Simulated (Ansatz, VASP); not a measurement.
**NaI in VASP and in Ansatz**

```xyz
2
Lattice="0.0000 3.3335 3.2849 3.3335 0.0000 3.2849 3.3335 3.3335 0.0000" Properties=species:S:1:pos:R:3 pbc="T T T"
Na    0.0000    0.0000    0.0000
I     3.3335    3.3335    3.2849
```

Change from the starting cell: strain +0.030 along x and y, +0.015 along z, atoms carried along.

Alike in both runs: task single point; functional r2SCAN; k mesh 6 × 6 × 6; occupations gaussian, width 0.05 eV; no spin polarisation.

|  | VASP | Ansatz |
| --- | --- | --- |
| version | VASP 6.6.1 | Ansatz 0.2.0 |
| potentials or method | VASP PAW PBE potentials, release 64 (Na_pv, I), cutoff 520 eV | scalar-relativistic, plane waves, PAW |
| valence electrons in the cell | 14 | 26 |

```tsv
	VASP	Ansatz	Ansatz less VASP
gap on the k mesh at the Fermi level (eV)	4.22	4.21	-0.009
least direct gap on the mesh (eV)	4.22	4.21	-0.009
pressure (GPa)	-1.2	-1.1	+0.06
traceless stress, the component that is largest in VASP (GPa)	0.17	0.17	-0.005
```

VASP's potentials were made for PBE, not for r2SCAN. VASP's potentials hold 14 valence electrons a cell and Ansatz's 26, so a difference there can come from the potentials and not from the codes.

Spin-orbit coupling is off throughout.
